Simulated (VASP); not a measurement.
# SnSe (P6_3/mmc) in VASP: settings compared

The runs below take SnSe through single point, with PBE, r2SCAN.

All numbers are computed with VASP 6.6.1; they aren't measurements. Logs are shortened: lines on timing, memory, paths and dates and some standing lists are left out, and cuts for length are marked.

## 1. The cell of the first run

It takes space group P6_3/mmc (No. 194, hexagonal). The conventional cell has a = 5.150 Å, b = 5.150 Å, c = 6.185 Å, α = 90.00°, β = 90.00°, γ = 120.00°. Within 3.9 Å of Sn (site symmetry -6m2) lie 5 Se at 2.97 to 3.09 Å. Within 3.9 Å of Se (site symmetry -6m2) lie 5 Sn at 2.97 to 3.09 Å.

## 2. Single point, PBE (volume changed by +3%)

INCAR

```
SYSTEM = SnSe
PREC = Accurate
ENCUT = 500
EDIFF = 1E-6
ISMEAR = 0
SIGMA = 0.01
LREAL = .FALSE.
LASPH = .TRUE.
NELM = 120
ALGO = Normal
ISIF = 2
LWAVE = .FALSE.
LCHARG = .FALSE.
GGA = PE
NBANDS = 28
GGA_COMPAT = .FALSE.
```

KPOINTS

```
regular mesh
0
G
  6 6 4
  0 0 0
```

POSCAR

```
SnSe
1.0
    5.1502179407      0.0000000000      0.0000000000
   -2.5751089703      4.4602195716      0.0000000000
    0.0000000000      0.0000000000      6.1851706950
Sn Se
2 2
Direct
    0.3333333333      0.6666666667      0.2500000000
    0.6666666667      0.3333333333      0.7500000000
    0.6666666667      0.3333333333      0.2500000000
    0.3333333333      0.6666666667      0.7500000000
```

Potentials or basis: VASP PAW PBE potentials, release 64 (Sn_d, Se).

Started as:

```bash
cat potpaw_PBE.64/Sn_d/POTCAR potpaw_PBE.64/Se/POTCAR > POTCAR
mpirun -np 1 vasp_std > vasp.out
```

OUTCAR:

```text
SYSTEM = SnSe
   PREC = Accurate
   ENCUT = 500
   EDIFF = 1E-6
   ISMEAR = 0
   LREAL = .FALSE.
   LASPH = .TRUE.
   NELM = 120
   ISIF = 2
   GGA = PE

 ion  position               nearest neighbor table
   1  0.333  0.667  0.250-   3 2.97   3 2.97   3 2.97   4 3.09   4 3.09
   2  0.667  0.333  0.750-   4 2.97   4 2.97   4 2.97   3 3.09   3 3.09
   3  0.667  0.333  0.250-   1 2.97   1 2.97   1 2.97   2 3.09   2 3.09
   4  0.333  0.667  0.750-   2 2.97   2 2.97   2 2.97   1 3.09   1 3.09

  LATTYP: Found a hexagonal cell.
 ALAT       =     5.1502179407
 C/A-ratio  =     1.2009531958

  Lattice vectors:

 A1 = (   5.1502179407,   0.0000000000,   0.0000000000)
 A2 = (  -2.5751089703,   4.4602195716,   0.0000000000)
 A3 = (   0.0000000000,   0.0000000000,   6.1851706950)

Analysis of symmetry for initial positions (statically):
=====================================================================
 Subroutine PRICEL returns:
 Original cell was already a primitive cell.

 Routine SETGRP: Setting up the symmetry group for a
 hexagonal supercell.

 Subroutine GETGRP returns: Found 24 space group operations
 (whereof 12 operations were pure point group operations)
 out of a pool of 24 trial point group operations.

The static configuration has the point symmetry D_3d.
 The point group associated with its full space group is D_6h.

Analysis of symmetry for dynamics (positions and initial velocities):
=====================================================================
 Subroutine PRICEL returns:
 Original cell was already a primitive cell.

 Routine SETGRP: Setting up the symmetry group for a
 hexagonal supercell.

 Subroutine GETGRP returns: Found 24 space group operations
 (whereof 12 operations were pure point group operations)
 out of a pool of 24 trial point group operations.

The dynamic configuration has the point symmetry D_3d.
 The point group associated with its full space group is D_6h.

 Subroutine INISYM returns: Found 24 space group operations
 (whereof 12 operations are pure point group operations),
 and found     1 'primitive' translations

----------------------------------------------------------------------------------------

                                     Primitive cell

  volume of cell :     142.0802

  direct lattice vectors                    reciprocal lattice vectors
     5.150217941  0.000000000  0.000000000     0.194166540  0.112102104  0.000000000
    -2.575108970  4.460219572  0.000000000     0.000000000  0.224204209  0.000000000
     0.000000000  0.000000000  6.185170695     0.000000000  0.000000000  0.161677025

  length of vectors
     5.150217941  5.150217941  6.185170695     0.224204209  0.224204209  0.161677025

  position of ions in fractional coordinates (direct lattice)
     0.333333333  0.666666667  0.250000000
     0.666666667  0.333333333  0.750000000
     0.666666667  0.333333333  0.250000000
     0.333333333  0.666666667  0.750000000

  ion indices of the primitive-cell ions
   primitive index   ion index
                 1           1
                 2           2
                 3           3
                 4           4

----------------------------------------------------------------------------------------

 KPOINTS: regular mesh

Automatic generation of k-mesh.
 Grid dimensions read from file:
 generate k-points for:    6    6    4

 Generating k-lattice:

  Cartesian coordinates                     Fractional coordinates (reciprocal lattice)
     0.032361090  0.018683684  0.000000000     0.166666667 -0.000000000  0.000000000
     0.000000000  0.037367368  0.000000000     0.000000000  0.166666667  0.000000000
     0.000000000  0.000000000  0.040419256     0.000000000  0.000000000  0.250000000

  Length of vectors
     0.037367368  0.037367368  0.040419256

  Shift w.r.t. Gamma in fractional coordinates (k-lattice)
     0.000000000  0.000000000  0.000000000

 Subroutine IBZKPT returns following result:
 ===========================================

 Found     21 irreducible k-points:

 Following reciprocal coordinates:
            Coordinates               Weight
  0.000000  0.000000  0.000000      1.000000
  0.166667  0.000000  0.000000      6.000000
  0.333333  0.000000  0.000000      6.000000
  0.500000  0.000000  0.000000      3.000000
  0.166667  0.166667  0.000000      6.000000
  0.333333  0.166667  0.000000     12.000000
[... 13 lines left out ...]
  0.333333  0.166667  0.500000     12.000000
  0.333333  0.333333  0.500000      2.000000
   k-points           NKPTS =     21   k-points in BZ     NKDIM =     21   number of bands    NBANDS=     28
   number of dos      NEDOS =    301   number of ions     NIONS =      4
   total plane-waves  NPLWV =  76800
   dimension x,y,z NGX =    40 NGY =   40 NGZ =   48
   dimension x,y,z NGXF=    80 NGYF=   80 NGZF=   96
   ions per type =               2   2
   NGX,Y,Z   is equivalent  to a cutoff of  12.91, 12.91, 12.90 a.u.
   NGXF,Y,Z  is equivalent  to a cutoff of  25.82, 25.82, 25.80 a.u.
 SYSTEM =  SnSe
   PREC   = accura    normal or accurate (medium, high low for compatibility)
   ISTART =      0    job   : 0-new  1-cont  2-samecut
   ICHARG =      2    charge: 1-file 2-atom 10-const
   ISPIN  =      1    spin polarized calculation?
   LNONCOLLINEAR =      F non collinear calculations
   LSORBIT =      F    spin-orbit coupling
   LASPH  =      T    aspherical Exc in radial PAW
   ENCUT  =  500.0 eV  36.75 Ry    6.06 a.u.   9.39  9.39 11.28*2*pi/ulx,y,z
   NELM   =    120;   NELMIN=  2; NELMDL= -5     # of ELM steps
   EDIFF  = 0.1E-05   stopping-criterion for ELM
   LREAL  =      F    real-space projection
   EDIFFG = 0.1E-04   stopping-criterion for IOM
   NSW    =      0    number of steps for IOM
   IBRION =     -1    ionic relax: 0-MD 1-quasi-New 2-CG
   NFREE  =      0    steps in history (QN), initial steepest desc. (CG)
   ISIF   =      2    stress and relaxation
   ISYM   =      2    0-nonsym 1-usesym 2-fastsym
   POTIM  = 0.5000    time-step for ionic-motion
   TEBEG  =    0.0;   TEEND  =   0.0 temperature during run
   PSTRESS=    0.0 pullay stress
   NELECT =      40.0000    total number of electrons
   NUPDOWN=      -1.0000    fix difference up-down
   EMIN   =  10.00;   EMAX   =-10.00  energy-range for DOS
   EFERMI =   0.00;   METHOD = LEGACY
   ISMEAR =     0;   SIGMA  =   0.01  broadening in eV -4-tet -1-fermi 0-gaus
   EFERMI_NEDOS =   21; number of points for ismear=-14 and -15
   IALGO  =     38    algorithm
   IMIX   =      4    mixing-type and parameters
     AMIX     =   0.40;   BMIX     =  1.00
     AMIX_MAG =   1.60;   BMIX_MAG =  1.00
  volume/ion in A,a.u.               =      35.52       239.70
  Fermi-wavevector in a.u.,A,eV,Ry     =   1.072960  2.027601 15.663623  1.151244
  Thomas-Fermi vector in A             =   2.208746
   LORBIT       =      0    0 simple, 1 ext, 2 COOP (PROOUT), +10 PAW based schemes
   GGA     = PE    functional components
   LHFCALC =     F    Hartree Fock is set to
   AEXX    =    0.0000 exact exchange contribution
   IVDW    =     0    specifies the selected vdW correction
   LEPSILON=     F    determine dielectric tensor
   LRPA    =     F    only Hartree local field effects (RPA)
 non-spin polarized calculation
 Gauss-broadening in eV      SIGMA  =   0.01
  energy-cutoff  :      500.00
  volume of cell :      142.08
 maximum number of plane-waves:      3647
 NGX is ok and might be reduce to    40
   NGX = 19   NGY = 19   NGZ = 23

 number of electron      40.0000000 magnetization

 Free energy of the ion-electron system (eV)
  ---------------------------------------------------
  ext. energy  EPLUGINS =         0.00000000
  ---------------------------------------------------
  free energy    TOTEN  =       -16.00713286 eV

  energy without entropy =      -16.00713286  energy(sigma->0) =      -16.00713286

 E-fermi :   3.6127     XC(G=0):  -8.1440

 val. band max:        3.5073571311   @ k =   0.3333   0.3333   0.5000
 cond. band min:       4.0291458383   @ k =   0.3333   0.3333   0.5000
 fundamental gap:      0.5217887072
 Fermi energy:         3.6126929292

 k-point     1 :       0.0000    0.0000    0.0000
  band No.  band energies     occupation
      1     -18.3488      2.00000
      2     -18.3382      2.00000
      3     -18.3382      2.00000
      4     -18.3367      2.00000
      5     -18.3367      2.00000
      6     -18.3363      2.00000
[... 20 lines left out ...]
     27       8.7256      0.00000
     28       9.0463      0.00000

 k-point     2 :       0.1667    0.0000    0.0000
  band No.  band energies     occupation
      1     -18.3489      2.00000
      2     -18.3386      2.00000
      3     -18.3378      2.00000
      4     -18.3378      2.00000
      5     -18.3367      2.00000
      6     -18.3355      2.00000
[... 20 lines left out ...]
     27       8.7255      0.00000
     28       8.9385      0.00000

 k-point     3 :       0.3333    0.0000    0.0000
  band No.  band energies     occupation
      1     -18.3487      2.00000
      2     -18.3400      2.00000
      3     -18.3393      2.00000
      4     -18.3369      2.00000
      5     -18.3360      2.00000
      6     -18.3335      2.00000
[... 20 lines left out ...]
     27       8.3103      0.00000
     28       9.0768      0.00000

 k-point     4 :       0.5000    0.0000    0.0000
  band No.  band energies     occupation
      1     -18.3485      2.00000
      2     -18.3412      2.00000
      3     -18.3397      2.00000
      4     -18.3363      2.00000
      5     -18.3356      2.00000
      6     -18.3327      2.00000
[... 20 lines left out ...]
     27       8.1538      0.00000
     28       8.8428      0.00000

 k-point     5 :       0.1667    0.1667    0.0000
  band No.  band energies     occupation
      1     -18.3486      2.00000
      2     -18.3399      2.00000
      3     -18.3393      2.00000
      4     -18.3369      2.00000
      5     -18.3360      2.00000
      6     -18.3342      2.00000
[... 20 lines left out ...]
     27       8.4897      0.00000
     28       9.7666      0.00000

 k-point     6 :       0.3333    0.1667    0.0000
  band No.  band energies     occupation
      1     -18.3476      2.00000
      2     -18.3420      2.00000
      3     -18.3401      2.00000
      4     -18.3360      2.00000
      5     -18.3354      2.00000
      6     -18.3326      2.00000
[... 370 lines left out ...]
      5     -18.3367      2.00000
      6     -18.3367      2.00000
[... 20 lines left out ...]
     27       9.3691      0.00000
     28       9.3691      0.00000

 k-point    19 :       0.1667    0.1667    0.5000
  band No.  band energies     occupation
      1     -18.3409      2.00000
      2     -18.3409      2.00000
      3     -18.3379      2.00000
      4     -18.3379      2.00000
      5     -18.3361      2.00000
      6     -18.3361      2.00000
[... 20 lines left out ...]
     27      10.0895      0.00000
     28      10.0895      0.00000

 k-point    20 :       0.3333    0.1667    0.5000
  band No.  band energies     occupation
      1     -18.3398      2.00000
      2     -18.3398      2.00000
      3     -18.3369      2.00000
      4     -18.3369      2.00000
      5     -18.3365      2.00000
      6     -18.3365      2.00000
[... 20 lines left out ...]
     27       9.3267      0.00000
     28       9.3267      0.00000

 k-point    21 :       0.3333    0.3333    0.5000
  band No.  band energies     occupation
      1     -18.3383      2.00000
      2     -18.3383      2.00000
      3     -18.3382      2.00000
      4     -18.3382      2.00000
      5     -18.3360      2.00000
      6     -18.3360      2.00000
[... 20 lines left out ...]
     27       9.1433      0.00000
     28       9.1433      0.00000

------------------------ aborting loop because EDIFF is reached ----------------------------------------

  FORCE on cell =-STRESS in cart. coord.  units (eV):
  Direction    XX          YY          ZZ          XY          YZ          ZX
  --------------------------------------------------------------------------------------
  -------------------------------------------------------------------------------------
  Total       -0.8975979     -0.8975979     -0.9427742     -0.0000000      0.0000000      0.0000000
  in kB      -10.1218261    -10.1218261    -10.6312602     -0.0000000      0.0000000      0.0000000
  external PRESSURE =     -10.2916374 kB  Pullay stress =       0.0000000 kB

 VOLUME and BASIS-vectors are now :
 -----------------------------------------------------------------------------
  energy-cutoff  :      500.00
  volume of cell :      142.08
      direct lattice vectors                 reciprocal lattice vectors
     5.150217941  0.000000000  0.000000000     0.194166540  0.112102104  0.000000000
    -2.575108970  4.460219572  0.000000000     0.000000000  0.224204209  0.000000000
     0.000000000  0.000000000  6.185170695     0.000000000  0.000000000  0.161677025

 POSITION                                       TOTAL-FORCE (eV/Angst)
 -----------------------------------------------------------------------------------
     -0.00000      2.97348      1.54629        -0.000000      0.000000      0.000000
      2.57511      1.48674      4.63888        -0.000000     -0.000000      0.000000
      2.57511      1.48674      1.54629        -0.000000      0.000000      0.000000
     -0.00000      2.97348      4.63888         0.000000     -0.000000      0.000000
 -----------------------------------------------------------------------------------
    total drift:                                0.000000     -0.000000      0.000000

  FREE ENERGIE OF THE ION-ELECTRON SYSTEM (eV)
  ---------------------------------------------------
  free  energy   TOTEN  =       -16.0071328609 eV

  energy  without entropy=      -16.0071328609  energy(sigma->0) =      -16.00713286
```

Run time: 61 s. Hardware: 1 thread of Intel Xeon Platinum 8259CL at 2.50GHz (Skylake/Cascade Lake), shared host; peak memory 0.29 GiB.

What came out:

```
Free energy            : -16.0071 eV
Pressure               : -1.0 GPa
Band gap on the k mesh : 0.52 eV, direct
```

Caveat: spin-orbit coupling is left out, which moves the levels of the heavy elements. A k mesh can miss the band edges.

## 3. Single point, PBE (volume changed by +6%)

INCAR

```
PREC = Accurate ; ENCUT = 500
EDIFF = 1E-6 ; ISMEAR = 0
SIGMA = 0.01 ; LREAL = F
LASPH = T ; NELM = 120
ALGO = Normal ; ISIF = 2
LWAVE = F ; LCHARG = T
GGA = PE ; LELF = T
LVHAR = T ; NBANDS = 28
GGA_COMPAT = F
```

KPOINTS

```
Automatic mesh
0
Gamma
  6 6 4
```

POSCAR

```
SnSe
1.0
    5.1997423051      0.0000000000      0.0000000000
   -2.5998711526      4.5031089294      0.0000000000
    0.0000000000      0.0000000000      6.2446471387
Sn Se
2 2
Direct
    0.3333333333      0.6666666667      0.2500000000
    0.6666666667      0.3333333333      0.7500000000
    0.6666666667      0.3333333333      0.2500000000
    0.3333333333      0.6666666667      0.7500000000
```

Potentials or basis: VASP PAW PBE potentials, release 64 (Sn_d, Se).

Started as:

```bash
cat potpaw_PBE.64/Sn_d/POTCAR potpaw_PBE.64/Se/POTCAR > POTCAR
mpirun -np 1 vasp_std > vasp.out
```

Run time: 65 s. Hardware: 1 thread of Intel Xeon Platinum 8259CL at 2.50GHz (Skylake/Cascade Lake), shared host; peak memory 0.29 GiB.

It converged, with:

```
Free energy            : -15.9694 eV
Pressure               : -1.9 GPa
Band gap on the k mesh : 0.58 eV, direct
```

Stress tensor (GPa, compression positive):
```
-1.89  0.00  0.00
 0.00 -1.89  0.00
 0.00  0.00 -1.97
```

Levels at points of the mesh, in eV from the valence-band top:
```tsv
k point	band 17	band 18	band 19	band 20	band 21	band 22	band 23	band 24
(0.00, 0.00, 0.00)	-3.33	-2.17	-2.17	-2.06	1.14	1.14	2.51	2.51
(0.50, 0.00, 0.00)	-3.08	-2.49	-2.22	-0.84	2.02	2.69	3.27	3.58
(0.00, 0.00, 0.50)	-2.78	-2.78	-1.52	-1.52	1.53	1.53	1.53	1.53
(0.50, 0.00, 0.50)	-2.14	-2.14	-0.79	-0.79	0.80	0.80	2.40	2.40
```

Caveat: spin-orbit coupling is left out, which moves the levels of the heavy elements. A k mesh can miss the band edges.

## 4. Single point, r2SCAN (volume changed by -6%)

POSCAR

```
SnSe
1.0
    4.9610699182      0.0000000000      0.0000000000
   -2.4805349591      4.2964125791      0.0000000000
    0.0000000000      0.0000000000      5.9494058054
Sn Se
2 2
Direct
    0.3333333333      0.6666666667      0.2500000000
    0.6666666667      0.3333333333      0.7500000000
    0.6666666667      0.3333333333      0.2500000000
    0.3333333333      0.6666666667      0.7500000000
```

INCAR.step1

```
PREC = Accurate ; ENCUT = 550
ISMEAR = 0 ; SIGMA = 0.01
LREAL = F ; LASPH = T
NELM = 120 ; NBANDS = 28
GGA = PE ; ALGO = Normal
EDIFF = 1E-5 ; LWAVE = T
LCHARG = F ; GGA_COMPAT = F
```

INCAR.step2

```
PREC = Accurate ; ENCUT = 550
EDIFF = 1E-6 ; ISMEAR = 0
SIGMA = 0.01 ; LREAL = F
LASPH = T ; NELM = 120
ALGO = Normal ; ISIF = 2
LWAVE = F ; LCHARG = T
METAGGA = R2SCAN ; LMIXTAU = T
LELF = T ; LVHAR = T
NBANDS = 28 ; ISTART = 1
GGA_COMPAT = F
```

KPOINTS

```
regular mesh
0
Gamma
  6 6 4
```

Started as:

```bash
cat potpaw_PBE.64/Sn_d/POTCAR potpaw_PBE.64/Se/POTCAR > POTCAR
cp INCAR.step1 INCAR
mpirun -np 1 vasp_std > vasp.out
cp INCAR.step2 INCAR
mpirun -np 1 vasp_std > vasp.out
```

Run time: 4.1 min. Hardware: 1 thread of Intel Xeon Platinum 8259CL at 2.50GHz (Skylake/Cascade Lake), shared host; peak memory 0.33 GiB.

It converged, with:

```yaml
Free_energy: -79.1193 eV
Pressure: 2.8 GPa
Band_gap_on_the_k_mesh: 0.41 eV, direct
```

Stress tensor (GPa, compression positive):
```
2.78 0.00 0.00
0.00 2.78 0.00
0.00 0.00 2.95
```

Levels at points of the mesh, in eV from the valence-band top:
```csv
k point,band 18,band 19,band 20,band 21,band 22,band 23
"(0.00, 0.00, 0.00)",-3.21,-3.21,-3.11,0.66,0.66,2.41
"(0.50, 0.00, 0.00)",-3.61,-3.02,-1.21,2.09,2.85,3.43
"(0.00, 0.00, 0.50)",-3.95,-2.09,-2.09,1.12,1.12,1.12
"(0.50, 0.00, 0.50)",-3.17,-1.13,-1.13,0.59,0.59,2.54
```

Caveat: the PAW data sets were made with another functional, which shifts forces and pressure a little; spin-orbit coupling is left out, which moves the levels of the heavy elements. A k mesh can miss the band edges.

## 5. Overview

| level | cell | cutoff (eV) | gap on the mesh (eV) | pressure (GPa) |
| --- | --- | --- | --- | --- |
| PBE | a = 5.150, b = 5.150, c = 6.185 Å, angles 90.0, 90.0, 120.0°, 4 atoms | 500 | 0.52 | -1.0 |
| PBE | a = 5.200, b = 5.200, c = 6.245 Å, angles 90.0, 90.0, 120.0°, 4 atoms | 500 | 0.58 | -1.9 |
| r2SCAN | a = 4.961, b = 4.961, c = 5.949 Å, angles 90.0, 90.0, 120.0°, 4 atoms | 550 | 0.41 | 2.8 |

Alike in all rows: task single point; potentials or basis VASP PAW PBE potentials, release 64 (Sn_d, Se); no spin polarisation; k mesh 6 × 6 × 4; smearing gaussian 0.01 eV.

Caveats: spin-orbit coupling is left out, which moves the levels of the heavy elements; the PAW data sets were made with another functional, which shifts forces and pressure a little (some runs).

Total energies depend on the potentials used, so only differences within one code and one set of settings carry meaning.
